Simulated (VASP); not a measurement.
Here is a VASP 6.6.1 calculation.

Contents of POSCAR:

```
CuI
1.0
    0.0000000000      3.0528997550      3.0528997550
    3.0528997550      0.0000000000      3.0528997550
    3.0528997550      3.0528997550      0.0000000000
Cu I
1 1
Direct
    0.2500000000      0.2500000000      0.2500000000
    0.0000000000      0.0000000000      0.0000000000
```

File INCAR.step1:

```
  PREC = Accurate
  ENCUT = 520
  EDIFF = 1E-5
  ISMEAR = -1
  SIGMA = 0.02
  LREAL = False
  LASPH = True
  NELM = 60
  ALGO = Normal
  ISIF = 2
  LWAVE = True
  LCHARG = False
  GGA = PE
  NBANDS = 16
```

Contents of INCAR.step2:

```
  PREC = Accurate
  ENCUT = 520
  EDIFF = 1E-6
  ISMEAR = -1
  SIGMA = 0.02
  LREAL = False
  LASPH = True
  NELM = 60
  ALGO = Normal
  ISIF = 2
  LWAVE = False
  LCHARG = False
  GGA = PE
  LHFCALC = True
  HFSCREEN = 0.2079
  PRECFOCK = Normal
  ISTART = 1
  NBANDS = 16
```

KPOINTS

```
Automatic mesh
0
Gamma
  4 4 4
```

Potentials or basis: VASP PAW PBE potentials, release 64 (Cu, I).

Launch:

```console
$ cat potpaw_PBE.64/Cu/POTCAR potpaw_PBE.64/I/POTCAR > POTCAR
$ cp INCAR.step1 INCAR
$ mpirun -np 1 vasp_std > vasp.out
$ cp INCAR.step2 INCAR
$ mpirun -np 1 vasp_std > vasp.out
```

(1) Estimate the band gap on the k mesh.

(2) Predict the pressure.

Results:

(1) 2.55 eV.

(2) -0.2 GPa.

Caveat: the k points lie up to 0.45 Å⁻¹ apart; the PAW data sets were made with another functional, which shifts forces and pressure a little; spin-orbit coupling is left out, which moves the levels of the heavy elements.
